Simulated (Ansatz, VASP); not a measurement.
# Two plane-wave programs on CoO

```xyz
4
Lattice="0.0000 2.2657 2.2657 4.5488 2.2657 2.2657 4.5488 4.5314 0.0000" Properties=species:S:1:pos:R:3 pbc="T T T"
Co    0.0000    0.0000    0.0000
Co    2.2744    2.2657    0.0000
O     1.1372    1.1328    1.1328
O     3.4116    3.3985    1.1328
```

Change from the starting cell: strain e1 = +0.03, atoms carried along.

Alike in both runs: task single point; functional PBE; k mesh 12 × 12 × 6; occupations gaussian, width 0.05 eV; collinear spin.

|  | VASP | Ansatz |
| --- | --- | --- |
| version | VASP 6.6.1 | Ansatz 0.2.0 |
| potentials or method | VASP PAW PBE potentials, release 64 (Co, O), cutoff 520 eV | scalar-relativistic, plane waves, PAW |
| valence electrons in the cell | 30 | 46 |

|  | VASP | Ansatz | Ansatz less VASP |
| --- | --- | --- | --- |
| gap on the k mesh at the Fermi level (eV) | none | none | - |
| pressure (GPa) | -3.6 | -3.5 | +0.07 |
| net moment per atom (μB) | 0.00 | 0.00 | 0.000 |
| size of the moment on the site where the two differ most (μB) | 2.23 | 2.08 | -0.147 |

Site moments also hang on the region over which each program counts them. A gap of «none» marks a metal or a gap that the smearing closes. With one functional, cell and mesh, what is left measures potentials, basis and numerics. VASP's potentials hold 30 valence electrons a cell and Ansatz's 46, so a difference there can come from the potentials and not from the codes. Ansatz's warnings: anti translation declined.
